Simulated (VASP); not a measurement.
TiO2, 12 atoms in the cell. It takes space group I4/m (No. 87, tetragonal). The conventional cell has a = 8.698 Å, b = 8.698 Å, c = 3.762 Å, α = 90.00°, β = 90.00°, γ = 90.00°. Ti (site symmetry m) has 6 O at 1.80 to 2.25 Å within 2.4 Å. O (site symmetry m) has 4 Ti at 1.95 to 2.25 Å and 5 O at 2.63 to 2.65 Å within 2.7 Å. O (site symmetry m) has 2 Ti at 1.80 Å within 2.4 Å. 

| Property | Result |
| --- | --- |
| Program | VASP 6.6.1 |
| Task | single point |
| Functional | r2SCAN |
| Potentials or basis | VASP PAW PBE potentials, release 64 (Ti_sv, O) |
| Cutoff | 520 eV |
| k mesh | 8 × 8 × 8 |
| Occupations | gaussian, width 0.02 eV |
| Spin | no spin polarisation |
| Dipole correction | no |
| Further INCAR settings | ALGO = Normal; EDIFF = 1e-07; NBANDS = 60 |

Potentials or basis: VASP PAW PBE potentials, release 64 (Ti_sv, O).

Launch:

```bash
$ cat potpaw_PBE.64/Ti_sv/POTCAR potpaw_PBE.64/O/POTCAR > POTCAR
$ cp INCAR.step1 INCAR
$ mpirun -np 4 vasp_std > vasp.out
$ cp INCAR.step2 INCAR
$ mpirun -np 4 vasp_std > vasp.out
```

Hardware: 4 MPI ranks on Intel(R) Xeon(R) Platinum 8259CL CPU @ 2.50GHz (Skylake/Cascade Lake), with other jobs on the host.

How long does it take, and how much memory?

Run time: 17 min on 4 MPI ranks on Intel(R) Xeon(R) Platinum 8259CL CPU @ 2.50GHz (Skylake/Cascade Lake), on a shared host, peak memory 0.69 GiB a rank. Counts: k points 78.
